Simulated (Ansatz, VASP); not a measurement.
Al2Pt: VASP beside Ansatz

```
Al Pt
1.0
     0.00000    2.93159    2.93159
     2.93159    0.00000    2.93159
     2.93159    2.93159    0.00000
Al Pt
2 1
Direct
  0.25000 0.25000 0.25000
  0.75000 0.75000 0.75000
  0.00000 0.00000 0.00000
```

Alike in both runs: functional r2SCAN; k mesh 10 × 10 × 10; occupations fermi-dirac, width 0.1 eV; no spin polarisation.

Ansatz relaxed the structure, and its values are those at the end. VASP's run is a single point on that final structure, the one shown.

|  | VASP | Ansatz |
| --- | --- | --- |
| version | VASP 6.6.1 | Ansatz 0.2.0 |
| potentials or method | VASP PAW PBE potentials, release 64 (Al, Pt), cutoff 520 eV | PAW plane waves |
| valence electrons in the cell | 16 | 24 |

|  | VASP | Ansatz | Ansatz less VASP |
| --- | --- | --- | --- |
| pressure (GPa) | 2.9 | 3.0 | +0.16 |

VASP's potentials were made for PBE, not for r2SCAN. VASP's potentials hold 16 valence electrons a cell and Ansatz's 24, so a difference there can come from the potentials and not from the codes. Ansatz's warnings: stress scf threshold loose.

Neither program's run includes spin-orbit coupling.
